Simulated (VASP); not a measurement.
The system is WC.

```
W C
1.0
     0.00000    2.39204    2.39204
     2.39204    0.00000    2.39204
     2.39204    2.39204    0.00000
W C
1 1
Direct
  0.00000 0.00000 0.00000
  0.25000 0.25000 0.25000
```

```yaml
Program: VASP 6.6.1
Task: relaxation of cell and atoms
Functional: PBEsol
Potentials_or_basis: VASP PAW PBE potentials, release 64 (W_sv, C)
Cutoff: 600 eV
k_mesh: 8 × 8 × 8
Occupations: gaussian, width 0.1 eV
Spin: no spin polarisation
```

At the start: pressure -18.0 GPa; volume 13.69 Å³/atom.

Question: Where does the relaxation end?

Answer: Over 4 steps the energy falls by 59.4 meV/atom and the volume is 12.70 Å³/atom (-7.2 %); space group F-43m (No. 216, to 0.05 Å).

The path:
```csv
step,energy change (eV),largest force (eV/Å),pressure (GPa),volume (Å³)
1,0.0000,0.0000,-17.95,27.37
2,0.4738,0.0000,59.31,21.74
3,-0.1184,0.0000,-1.12,25.49
4,-0.1188,0.0000,-0.19,25.40
```

Final structure:
```cif
data_structure
_symmetry_space_group_name_H-M 'P 1'
_symmetry_Int_Tables_number 1
_cell_length_a 3.2997
_cell_length_b 3.2997
_cell_length_c 3.2997
_cell_angle_alpha 60.000
_cell_angle_beta 60.000
_cell_angle_gamma 60.000
_cell_volume 25.40
loop_
_atom_site_label
_atom_site_type_symbol
_atom_site_fract_x
_atom_site_fract_y
_atom_site_fract_z
_atom_site_occupancy
W1 W 0.00000 0.00000 0.00000 1
C1 C 0.25000 0.25000 0.25000 1
```

Caveat: the PAW data sets were made with another functional, which shifts forces and pressure a little.
